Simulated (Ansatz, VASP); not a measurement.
# Ti in VASP and in Ansatz

```
Ti
1.0
     2.86150    0.00000    0.00000
    -1.43075    2.47813    0.00000
     0.00000    0.00000    4.68600
Ti
2
Direct
  0.33333 0.66667 0.25000
  0.66667 0.33333 0.75000
```

Change from the starting cell: strain -0.030 along x and y, +0.000 along z, atoms carried along.

Alike in both runs: task single point; functional PBE; k mesh 18 × 18 × 10; occupations gaussian, width 0.15 eV; no spin polarisation.

|  | VASP | Ansatz |
| --- | --- | --- |
| version | VASP 6.6.1 | Ansatz 0.2.0 |
| potentials or method | VASP PAW PBE potentials, release 64 (Ti_sv), cutoff 520 eV | scalar-relativistic, plane waves, PAW |
| valence electrons in the cell | 24 | 24 |

Ansatz gave:

* gap on the k mesh at the Fermi level (eV): none
* pressure (GPa): 5.5
* traceless stress, the component that is largest in VASP (GPa): -2.64

Estimate VASP's values.

gap on the k mesh at the Fermi level (eV): none; pressure (GPa): 5.2; traceless stress, the component that is largest in VASP (GPa): -2.64.

A gap of «none» marks a metal or a gap that the smearing closes.
